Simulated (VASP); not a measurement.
# AlNi (P4/mmm) in VASP: a series of runs, part 2 of 2

VASP 6.6.1. Earlier steps stand in the parts before.

**5. Single point, PBE**

This run uses another cell than the first one, of 14.41 Å³/atom, 1.052 times its volume.

The input, INCAR:

```
ALGO     = Fast           # electronic algorithm
EDIFF    = 1E-7           # SCF threshold, eV
ENCUT    = 520            # plane-wave cutoff, eV
GGA      = PE             # functional
ISIF     = 2              # what is computed and relaxed
ISMEAR   = 0              # smearing method
LASPH    = T              # aspherical terms in the spheres
LCHARG   = F              # write CHGCAR
LREAL    = F              # projectors in reciprocal space
LWAVE    = F              # write WAVECAR
NBANDS   = 14             # bands
NELM     = 60             # most SCF steps
PREC     = Accurate       # precision mode
SIGMA    = 0.15           # smearing width, eV
```

The input, KPOINTS:

```
k-points
0
Gamma
  16 16 16
```

The input, POSCAR:

```
AlNi
1.0
    2.1447433238     -2.1447078321      0.0000000000
    2.1447433238      2.1447078321      0.0000000000
    0.0000000000      0.0000000000      3.1325000000
Al Ni
1 1
Direct
    0.0000000000      0.0000000000      0.0000000000
    0.5000000000      0.5000000000      0.5000000000
```

Potentials or basis: VASP PAW PBE potentials, release 64 (Al, Ni).

The run is started by

```console
$ cat potpaw_PBE.64/Al/POTCAR potpaw_PBE.64/Ni/POTCAR > POTCAR
$ mpirun -np 1 vasp_std > vasp.out
```

OUTCAR:

```text
EDIFF = 1E-7
   ENCUT = 520
   GGA = PE
   ISIF = 2
   ISMEAR = 0
   LASPH = T
   LREAL = F
   NELM = 60
   PREC = Accurate

 ion  position               nearest neighbor table
   1  0.000  0.000  0.000-   2 2.66   2 2.66   2 2.66   2 2.66   2 2.66   2 2.66   2 2.66   2 2.66

   2  0.500  0.500  0.500-   1 2.66   1 2.66   1 2.66   1 2.66   1 2.66   1 2.66   1 2.66   1 2.66

  LATTYP: Found a base centered orthorhombic cell.
 ALAT       =     4.2894156642
 B/A-ratio  =     1.0000165485
 C/A-ratio  =     0.7302859516

  Lattice vectors:

 A1 = (  -2.1447433238,  -2.1447078321,   0.0000000000)
 A2 = (   2.1447433238,  -2.1447078321,   0.0000000000)
 A3 = (   0.0000000000,   0.0000000000,   3.1325000000)

Analysis of symmetry for initial positions (statically):
=====================================================================
 Subroutine PRICEL returns:
 Original cell was already a primitive cell.

 Routine SETGRP: Setting up the symmetry group for a
 base centered orthorhombic supercell.

 Subroutine GETGRP returns: Found  8 space group operations
 (whereof  8 operations were pure point group operations)
 out of a pool of  8 trial point group operations.

The static configuration has the point symmetry D_2h.

Analysis of symmetry for dynamics (positions and initial velocities):
=====================================================================
 Subroutine PRICEL returns:
 Original cell was already a primitive cell.

 Routine SETGRP: Setting up the symmetry group for a
 base centered orthorhombic supercell.

 Subroutine GETGRP returns: Found  8 space group operations
 (whereof  8 operations were pure point group operations)
 out of a pool of  8 trial point group operations.

The dynamic configuration has the point symmetry D_2h.

 Subroutine INISYM returns: Found  8 space group operations
 (whereof  8 operations are pure point group operations),
 and found     1 'primitive' translations

----------------------------------------------------------------------------------------

                                     Primitive cell

  volume of cell :      28.8180

  direct lattice vectors                    reciprocal lattice vectors
     2.144743324 -2.144707832  0.000000000     0.233128130 -0.233131988  0.000000000
     2.144743324  2.144707832  0.000000000     0.233128130  0.233131988  0.000000000
     0.000000000  0.000000000  3.132500000     0.000000000  0.000000000  0.319233839

  length of vectors
     3.033100000  3.033100000  3.132500000     0.329695691  0.329695691  0.319233839

  position of ions in fractional coordinates (direct lattice)
     0.000000000  0.000000000  0.000000000
     0.500000000  0.500000000  0.500000000

  ion indices of the primitive-cell ions
   primitive index   ion index
                 1           1
                 2           2

----------------------------------------------------------------------------------------

 KPOINTS: k-points

Automatic generation of k-mesh.
 Grid dimensions read from file:
 generate k-points for:   16   16   16

 Generating k-lattice:

  Cartesian coordinates                     Fractional coordinates (reciprocal lattice)
     0.014570508 -0.014570749  0.000000000     0.062500000  0.000000000  0.000000000
     0.014570508  0.014570749  0.000000000     0.000000000  0.062500000  0.000000000
     0.000000000  0.000000000  0.019952115     0.000000000  0.000000000  0.062500000

  Length of vectors
     0.020605981  0.020605981  0.019952115

  Shift w.r.t. Gamma in fractional coordinates (k-lattice)
     0.000000000  0.000000000  0.000000000

 Subroutine IBZKPT returns following result:
 ===========================================

 Found    657 irreducible k-points:

 Following reciprocal coordinates:
            Coordinates               Weight
  0.000000  0.000000  0.000000      1.000000
  0.062500 -0.000000  0.000000      4.000000
  0.125000 -0.000000  0.000000      4.000000
  0.187500 -0.000000  0.000000      4.000000
  0.250000 -0.000000  0.000000      4.000000
  0.312500 -0.000000  0.000000      4.000000
[... 16 lines left out ...]
 -0.125000  0.062500  0.000000      4.000000
 -0.062500  0.062500  0.000000      2.000000
 [... further k-points ...]
   k-points           NKPTS =    657   k-points in BZ     NKDIM =    657   number of bands    NBANDS=     14
   number of dos      NEDOS =    301   number of ions     NIONS =      2
   total plane-waves  NPLWV =  13824
   dimension x,y,z NGX =    24 NGY =   24 NGZ =   24
   dimension x,y,z NGXF=    48 NGYF=   48 NGZF=   48
   ions per type =               1   1
   NGX,Y,Z   is equivalent  to a cutoff of  13.15, 13.15, 12.74 a.u.
   NGXF,Y,Z  is equivalent  to a cutoff of  26.31, 26.31, 25.47 a.u.
 SYSTEM =  unknown system
   PREC   = accura    normal or accurate (medium, high low for compatibility)
   ISTART =      0    job   : 0-new  1-cont  2-samecut
   ICHARG =      2    charge: 1-file 2-atom 10-const
   ISPIN  =      1    spin polarized calculation?
   LNONCOLLINEAR =      F non collinear calculations
   LSORBIT =      F    spin-orbit coupling
   LASPH  =      T    aspherical Exc in radial PAW
   ENCUT  =  520.0 eV  38.22 Ry    6.18 a.u.   5.64  5.64  5.82*2*pi/ulx,y,z
   NELM   =     60;   NELMIN=  2; NELMDL= -5     # of ELM steps
   EDIFF  = 0.1E-06   stopping-criterion for ELM
   LREAL  =      F    real-space projection
   EDIFFG = 0.1E-05   stopping-criterion for IOM
   NSW    =      0    number of steps for IOM
   IBRION =     -1    ionic relax: 0-MD 1-quasi-New 2-CG
   NFREE  =      0    steps in history (QN), initial steepest desc. (CG)
   ISIF   =      2    stress and relaxation
   ISYM   =      2    0-nonsym 1-usesym 2-fastsym
   POTIM  = 0.5000    time-step for ionic-motion
   TEBEG  =    0.0;   TEEND  =   0.0 temperature during run
   PSTRESS=    0.0 pullay stress
   NELECT =      13.0000    total number of electrons
   NUPDOWN=      -1.0000    fix difference up-down
   EMIN   =  10.00;   EMAX   =-10.00  energy-range for DOS
   EFERMI =   0.00;   METHOD = LEGACY
   ISMEAR =     0;   SIGMA  =   0.15  broadening in eV -4-tet -1-fermi 0-gaus
   EFERMI_NEDOS =   21; number of points for ismear=-14 and -15
   IALGO  =     68    algorithm
   IMIX   =      4    mixing-type and parameters
     AMIX     =   0.40;   BMIX     =  1.00
     AMIX_MAG =   1.60;   BMIX_MAG =  1.00
  volume/ion in A,a.u.               =      14.41        97.24
  Fermi-wavevector in a.u.,A,eV,Ry     =   1.255551  2.372648 21.448345  1.576409
  Thomas-Fermi vector in A             =   2.389302
   LORBIT       =      0    0 simple, 1 ext, 2 COOP (PROOUT), +10 PAW based schemes
   GGA     = PE    functional components
   LHFCALC =     F    Hartree Fock is set to
   AEXX    =    0.0000 exact exchange contribution
   IVDW    =     0    specifies the selected vdW correction
   LEPSILON=     F    determine dielectric tensor
   LRPA    =     F    only Hartree local field effects (RPA)
 non-spin polarized calculation
 RMM-DIIS sequential band-by-band and
 Gauss-broadening in eV      SIGMA  =   0.15
  energy-cutoff  :      520.00
  volume of cell :       28.82
 maximum number of plane-waves:       796
   NGX = 11   NGY = 11   NGZ = 11

 number of electron      12.9999996 magnetization

 Free energy of the ion-electron system (eV)
  ---------------------------------------------------
  ext. energy  EPLUGINS =         0.00000000
  ---------------------------------------------------
  free energy    TOTEN  =       -10.22580974 eV

  energy without entropy =      -10.21541298  energy(sigma->0) =      -10.22061136

 E-fermi :   7.7662     XC(G=0): -11.1827

 val. band max:        7.7648546424   @ k =  -0.2500   0.1875   0.3750
 cond. band min:       7.7687983658   @ k =  -0.4375   0.3125   0.2500
 fundamental gap:      0.0039437235
 Fermi energy:         7.7662247724

 k-point     1 :       0.0000    0.0000    0.0000
  band No.  band energies     occupation
      1      -2.0911      2.00000
      2       5.3110      2.00000
      3       5.3324      2.00000
      4       6.5411      2.00000
      5       6.5412      2.00000
      6       6.6073      2.00000
      7      11.8827      0.00000
      8      12.8659      0.00000
      9      12.8661      0.00000
     10      15.1132      0.00000
     11      15.4353      0.00000
     12      18.5106      0.00000
     13      26.4106      0.00000
     14      26.4143      0.00000
[... 377 lines left out ...]
      1      -1.9623      2.00000
      2       5.3303      2.00000
      3       5.3339      2.00000
      4       6.5057      2.00000
      5       6.5249      2.00000
      6       6.5579      2.00000
      7      12.0576      0.00000
      8      12.0904      0.00000
      9      12.3428      0.00000
     10      15.3415      0.00000
     11      16.4281      0.00000
     12      19.1102      0.00000
     13      25.3735      0.00000
     14      25.4264      0.00000

 [... further k-points ...]
[... 5 lines left out ...]
  --------------------------------------------------------------------------------------
  -------------------------------------------------------------------------------------
  Total       -3.3004791     -3.3001215     -3.5074444     -0.0000000      0.0000000      0.0000000
  in kB     -183.4944943   -183.4746091   -195.0010012     -0.0000000      0.0000000      0.0000000
  external PRESSURE =    -187.3233682 kB  Pullay stress =       0.0000000 kB

 VOLUME and BASIS-vectors are now :
 -----------------------------------------------------------------------------
  energy-cutoff  :      520.00
  volume of cell :       28.82
      direct lattice vectors                 reciprocal lattice vectors
     2.144743324 -2.144707832  0.000000000     0.233128130 -0.233131988  0.000000000
     2.144743324  2.144707832  0.000000000     0.233128130  0.233131988  0.000000000
     0.000000000  0.000000000  3.132500000     0.000000000  0.000000000  0.319233839

 POSITION                                       TOTAL-FORCE (eV/Angst)
 -----------------------------------------------------------------------------------
      0.00000      0.00000      0.00000        -0.000000      0.000000      0.000000
      2.14474      0.00000      1.56625         0.000000      0.000000      0.000000
 -----------------------------------------------------------------------------------
    total drift:                                0.000000     -0.000000     -0.000000

  FREE ENERGIE OF THE ION-ELECTRON SYSTEM (eV)
  ---------------------------------------------------
  free  energy   TOTEN  =       -10.2258097361 eV

  energy  without entropy=      -10.2154129834  energy(sigma->0) =      -10.22061136
```

Wall time 2.3 min (1 thread of Intel Xeon 6975P-C, shared host); peak memory 0.37 GiB.

What came out:

```yaml
Free_energy: -10.2258 eV
Pressure: -18.7 GPa
```

Stress tensor (GPa, compression positive):
```
-18.35   0.00   0.00
  0.00 -18.35   0.00
  0.00   0.00 -19.50
```

**6. Overview**

| cell | further INCAR settings | gap on the mesh (eV) | pressure (GPa) |
| --- | --- | --- | --- |
| a = 3.033, b = 3.033, c = 2.978 Å, 2 atoms | ALGO = Fast; EDIFF = 1e-07; NBANDS = 14 | none | -15.0 |
| a = 2.985, b = 2.985, c = 3.132 Å, 2 atoms | ALGO = Fast; EDIFF = 1e-06; NBANDS = 14 | none | -16.5 |
| a = 3.033, b = 3.033, c = 3.055 Å, 2 atoms | ALGO = Fast; EDIFF = 1e-07; NBANDS = 14 | none | -17.0 |
| a = 3.033, b = 3.033, c = 3.132 Å, 2 atoms | ALGO = Fast; EDIFF = 1e-07; NBANDS = 14 | none | -18.7 |

Alike in all rows: task single point; level PBE; potentials or basis VASP PAW PBE potentials, release 64 (Al, Ni); no spin polarisation; k mesh 16 × 16 × 16; cutoff (eV) 520; smearing gaussian 0.15 eV.

Total energies depend on the potentials used, so only differences within one code and one set of settings carry meaning.
